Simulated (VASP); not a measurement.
# SiC (P6_3mc) in VASP: notebook, part 2 of 2

VASP 6.6.1. Earlier steps stand in the parts before.

## Step 4: Single point, PBEsol

This run uses another cell than the first one, of 9.59 Å³/atom, 1.019 times its volume.

INCAR

```
SYSTEM = SiC
PREC     = Accurate       ! precision mode
ENCUT    = 520            ! plane-wave cutoff, eV
EDIFF    = 1E-7           ! SCF threshold, eV
ISMEAR   = 0              ! smearing method
SIGMA    = 0.05           ! smearing width, eV
LREAL    = .FALSE.        ! projectors in reciprocal space
LASPH    = .TRUE.         ! aspherical terms in the spheres
NELM     = 60             ! most SCF steps
ALGO     = Normal         ! electronic algorithm
ISIF     = 2              ! what is computed and relaxed
LWAVE    = .FALSE.        ! write WAVECAR
LCHARG   = .FALSE.        ! write CHGCAR
GGA      = PS             ! functional
NBANDS   = 26             ! bands
```

KPOINTS

```
Automatic mesh
0
G
  12 12 4
  0 0 0
```

POSCAR

```
SiC
1.0
    3.0062000000      0.0000000000      0.0000000000
   -1.5031000000      2.6034455689      0.0000000000
    0.0000000000      0.0000000000      9.8071000000
Si C
4 4
Direct
    0.6666666667      0.3333333333      0.9378278494
    0.3333333333      0.6666666667      0.4378278494
    0.0000000000      0.0000000000      0.6878973398
    0.0000000000      0.0000000000      0.1878973398
    0.6666666667      0.3333333333      0.7498191768
    0.3333333333      0.6666666667      0.2498191768
    0.0000000000      0.0000000000      0.5004546340
    0.0000000000      0.0000000000      0.0004546340
```

Potentials or basis: VASP PAW PBE potentials, release 64 (Si, C).

The run is started by

```bash
> cat potpaw_PBE.64/Si/POTCAR potpaw_PBE.64/C/POTCAR > POTCAR
> mpirun -np 1 vasp_std > vasp.out
```

OUTCAR:

```text
SYSTEM = SiC
   PREC = Accurate
   ENCUT = 520
   EDIFF = 1E-7
   ISMEAR = 0
   LREAL = .FALSE.
   LASPH = .TRUE.
   NELM = 60
   ISIF = 2
   GGA = PS

 ion  position               nearest neighbor table
   1  0.667  0.333  0.938-   8 1.84   8 1.84   8 1.84   5 1.84   3 3.00   3 3.00   3 3.00   4 3.00
                             4 3.00   4 3.00
   2  0.333  0.667  0.438-   7 1.84   7 1.84   7 1.84   6 1.84   4 3.00   4 3.00   4 3.00   3 3.00
                             3 3.00   3 3.00
   3  0.000  0.000  0.688-   7 1.84   5 1.84   5 1.84   5 1.84   1 3.00   1 3.00   1 3.00   2 3.00
                             2 3.00   2 3.00
[... 917 lines left out ...]
  Total        8.9863855      8.9863855      9.9863274      0.0000000      0.0000000      0.0000000
  in kB      187.5809159    187.5809159    208.4536039      0.0000000      0.0000000      0.0000000
  external PRESSURE =     194.5384785 kB  Pullay stress =       0.0000000 kB

 VOLUME and BASIS-vectors are now :
 -----------------------------------------------------------------------------
  energy-cutoff  :      520.00
  volume of cell :       76.76
      direct lattice vectors                 reciprocal lattice vectors
     3.006200000  0.000000000  0.000000000     0.332645865  0.192053180  0.000000000
    -1.503100000  2.603445569  0.000000000     0.000000000  0.384106360  0.000000000
     0.000000000  0.000000000  9.807100000     0.000000000  0.000000000  0.101966942

 POSITION                                       TOTAL-FORCE (eV/Angst)
 -----------------------------------------------------------------------------------
      1.50310      0.86782      9.19737         0.000000      0.000000      0.027975
     -0.00000      1.73563      4.29382        -0.000000     -0.000000      0.027975
      0.00000      0.00000      6.74628        -0.000000      0.000000      0.072533
      0.00000      0.00000      1.84273         0.000000      0.000000      0.072533
      1.50310      0.86782      7.35355         0.000000      0.000000     -0.047362
     -0.00000      1.73563      2.45000        -0.000000      0.000000     -0.047362
      0.00000      0.00000      4.90801         0.000000      0.000000     -0.053145
      0.00000      0.00000      0.00446        -0.000000      0.000000     -0.053145
 -----------------------------------------------------------------------------------
    total drift:                               -0.000000     -0.000000     -0.000494

  FREE ENERGIE OF THE ION-ELECTRON SYSTEM (eV)
  ---------------------------------------------------
  free  energy   TOTEN  =       -63.3235071438 eV

  energy  without entropy=      -63.3235071438  energy(sigma->0) =      -63.32350714
```

stdout:

```text
POSCAR found type information on POSCAR SiC
 POSCAR found :  2 types and       8 ions
 scaLAPACK will be used
 -----------------------------------------------------------------------------
|                                                                             |
|                                                                             |
|     You enforced a specific xc type in the INCAR file but a different       |
|     I HOPE YOU KNOW WHAT YOU ARE DOING!                                     |
|                                                                             |
 -----------------------------------------------------------------------------

 LDA part: xc-table for (Slater+PW92), standard interpolation
 POSCAR, INCAR and KPOINTS ok, starting setup
 FFT: planning ... GRIDC
 FFT: planning ... GRID_SOFT
 FFT: planning ... GRID
 WAVECAR not read
 entering main loop
```

Wall time 55 s (1 thread of Intel Xeon Platinum 8559C (Emerald Rapids), shared host); peak memory 0.24 GiB.

What came out:

```yaml
Free_energy: -63.3235 eV
Pressure: 19.5 GPa
Largest_force: 0.073 eV/Å
Band_gap_on_the_k_mesh: 2.14 eV, indirect (least direct gap 3.27 eV)
```

Forces in eV/Å, atoms in the order of the input:
```
Si   0.000  0.000  0.028
Si   0.000  0.000  0.028
Si   0.000  0.000  0.073
Si   0.000  0.000  0.073
C    0.000  0.000 -0.047
C    0.000  0.000 -0.047
C    0.000  0.000 -0.053
C    0.000  0.000 -0.053
```

Caveat: the PAW data sets were made with another functional, which shifts forces and pressure a little. Expect the measured gap to be larger: semilocal functionals such as PBEsol lack the derivative discontinuity.

## Step 5: Single point, PBEsol

This run uses another cell than the first one, of 9.65 Å³/atom, 1.025 times its volume.

INCAR

```
  PREC = Accurate
  ENCUT = 520
  EDIFF = 1E-6
  ISMEAR = 0
  SIGMA = 0.05
  LREAL = F
  LASPH = T
  NELM = 60
  ALGO = Normal
  ISIF = 2
  LWAVE = F
  LCHARG = T
  GGA = PS
  LELF = T
  LVHAR = T
  NBANDS = 26
```

KPOINTS

```
regular mesh
0
Gamma
  12 12 4
```

Changes to POSCAR since step 4:

```diff
@@ -2,5 +2,5 @@
 1.0
-    3.0062000000      0.0000000000      0.0000000000
-   -1.5031000000      2.6034455689      0.0000000000
-    0.0000000000      0.0000000000      9.8071000000
+    2.8626000000      0.0000000000      0.0000000000
+   -1.4313000000      2.4790843209      0.0000000000
+    0.0000000000      0.0000000000     10.8819000000
 Si C
```

The run is started by

```bash
> cat potpaw_PBE.64/Si/POTCAR potpaw_PBE.64/C/POTCAR > POTCAR
> mpirun -np 1 vasp_std > vasp.out
```

It took 60 s on 1 thread of Intel Xeon Platinum 8559C (Emerald Rapids), shared host; peak memory 0.24 GiB.

It converged, with:

```
Free energy            : -61.1604 eV
Pressure               : 25.2 GPa
Largest force          : 1.228 eV/Å
Band gap on the k mesh : 1.10 eV, indirect (least direct gap 2.69 eV)
```

Forces on the atoms (eV/Å):
```
Si   0.000  0.000 -1.087
Si   0.000  0.000 -1.087
Si   0.000  0.000 -1.228
Si   0.000  0.000 -1.228
C    0.000  0.000  1.212
C    0.000  0.000  1.212
C    0.000  0.000  1.103
C    0.000  0.000  1.103
```

Stress tensor (GPa, compression positive):
```
 54.72   0.00   0.00
  0.00  54.72   0.00
  0.00   0.00 -33.97
```

Levels at points of the mesh, in eV from the valence-band top:
```
           k point  band 14  band 15  band 16  band 17  band 18  band 19
(0.00, 0.00, 0.00)    -0.30     0.00     0.00     2.85     7.03     7.31
(0.50, 0.00, 0.00)    -2.37    -2.35    -1.59     1.10     1.93     4.31
(0.00, 0.00, 0.50)    -0.10    -0.10    -0.10     4.73     4.73     7.70
(0.50, 0.00, 0.50)    -2.79    -1.84    -1.84     1.98     1.98     3.85
```

Caveat: the PAW data sets were made with another functional, which shifts forces and pressure a little.

## Step 6: Single point, PBEsol

This run uses another cell than the first one, of 9.64 Å³/atom, 1.024 times its volume.

INCAR

```
PREC = Accurate ; ENCUT = 520
EDIFF = 1E-6 ; ISMEAR = 0
SIGMA = 0.05 ; LREAL = F
LASPH = T ; NELM = 60
ALGO = Normal ; ISIF = 2
LWAVE = F ; LCHARG = F
GGA = PS ; NBANDS = 26
```

KPOINTS

```
Automatic mesh
0
Gamma
  12 12 4
```

Changes to POSCAR since step 5:

```diff
@@ -2,5 +2,5 @@
 1.0
-    2.8626000000      0.0000000000      0.0000000000
-   -1.4313000000      2.4790843209      0.0000000000
-    0.0000000000      0.0000000000     10.8819000000
+    2.9344000000      0.0000000000      0.0000000000
+   -1.4672000000      2.5412649449      0.0000000000
+    0.0000000000      0.0000000000     10.3445000000
 Si C
```

Potentials or basis: VASP PAW PBE potentials, release 64 (Si, C).

The run is started by

```bash
> cat potpaw_PBE.64/Si/POTCAR potpaw_PBE.64/C/POTCAR > POTCAR
> mpirun -np 1 vasp_std > vasp.out
```

Wall time 57 s (1 thread of Intel Xeon Platinum 8559C (Emerald Rapids), shared host); peak memory 0.24 GiB.

It converged, with:

- Free energy: -62.7999 eV
- Pressure: 20.0 GPa
- Largest force: 0.851 eV/Å
- Band gap on the k mesh: 1.68 eV, indirect (least direct gap 3.05 eV)

Forces on the atoms (eV/Å):
```
Si   0.000  0.000 -0.780
Si   0.000  0.000 -0.780
Si   0.000  0.000 -0.851
Si   0.000  0.000 -0.851
C    0.000  0.000  0.849
C    0.000  0.000  0.849
C    0.000  0.000  0.781
C    0.000  0.000  0.781
```

Stress tensor (GPa, compression positive):
```
 35.62   0.00   0.00
  0.00  35.62   0.00
  0.00   0.00 -11.18
```

Levels at points of the mesh, in eV from the valence-band top:
| k point | band 14 | band 15 | band 16 | band 17 | band 18 | band 19 |
| --- | --- | --- | --- | --- | --- | --- |
| (0.00, 0.00, 0.00) | -0.44 | 0.00 | 0.00 | 5.03 | 6.69 | 7.01 |
| (0.50, 0.00, 0.00) | -2.40 | -2.02 | -1.37 | 1.68 | 2.31 | 4.45 |
| (0.00, 0.00, 0.50) | -0.15 | -0.15 | -0.15 | 6.44 | 6.44 | 6.89 |
| (0.50, 0.00, 0.50) | -2.90 | -1.72 | -1.72 | 2.44 | 2.44 | 4.07 |

Caveat: the PAW data sets were made with another functional, which shifts forces and pressure a little. A k mesh can miss the band edges.

## Step 7: Overview

```csv
cell,gap on the mesh (eV),pressure (GPa),largest force (eV/Å)
"a = 2.863, b = 2.863, c = 10.613 Å, angles 90.0, 90.0, 120.0°, 8 atoms",1.28,30.8,1.35
"a = 3.078, b = 3.078, c = 9.270 Å, angles 90.0, 90.0, 120.0°, 8 atoms",1.62,24.5,1.89
"a = 3.006, b = 3.006, c = 9.807 Å, angles 90.0, 90.0, 120.0°, 8 atoms",2.14,19.5,0.07
"a = 2.863, b = 2.863, c = 10.882 Å, angles 90.0, 90.0, 120.0°, 8 atoms",1.10,25.2,1.23
"a = 2.934, b = 2.934, c = 10.345 Å, angles 90.0, 90.0, 120.0°, 8 atoms",1.68,20.0,0.85
```

Alike in all rows: task single point; level PBEsol; potentials or basis VASP PAW PBE potentials, release 64 (Si, C); no spin polarisation; k mesh 12 × 12 × 4; cutoff (eV) 520; smearing gaussian 0.05 eV.

Caveats: the PAW data sets were made with another functional, which shifts forces and pressure a little.

Total energies depend on the potentials used, so only differences within one code and one set of settings carry meaning.
